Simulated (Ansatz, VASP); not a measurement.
Two plane-wave programs on BaH

```
Ba H
1.0
    -2.05301    2.05301    2.86886
     2.05301   -2.05301    2.86886
     2.05301    2.05301   -2.86886
Ba H
1 1
Direct
  0.00000 0.00000 0.00000
  0.50000 0.50000 0.00000
```

Alike in both runs: functional PBE; k mesh 6 × 6 × 6; occupations gaussian, width 0.1 eV; no spin polarisation.

Ansatz relaxed the structure, and its values are those at the end. VASP's run is a single point on that final structure, the one shown.

```csv
,VASP,Ansatz
version,VASP 6.6.1,Ansatz 0.2.0
potentials or method,"VASP PAW PBE potentials, release 64 (Ba_sv, H), cutoff 520 eV","scalar-relativistic, plane waves, PAW"
valence electrons in the cell,11,11
```

|  | VASP | Ansatz | Ansatz less VASP |
| --- | --- | --- | --- |
| gap on the k mesh at the Fermi level (eV) | none | none | - |
| pressure (GPa) | 0.5 | 0.1 | -0.39 |

A gap of «none» marks a metal or a gap that the smearing closes. The functional is the same, so the differences come from potentials, cutoffs and numerics.

The k mesh is coarse, so the values compare programs but aren't converged. Spin-orbit coupling is off throughout.
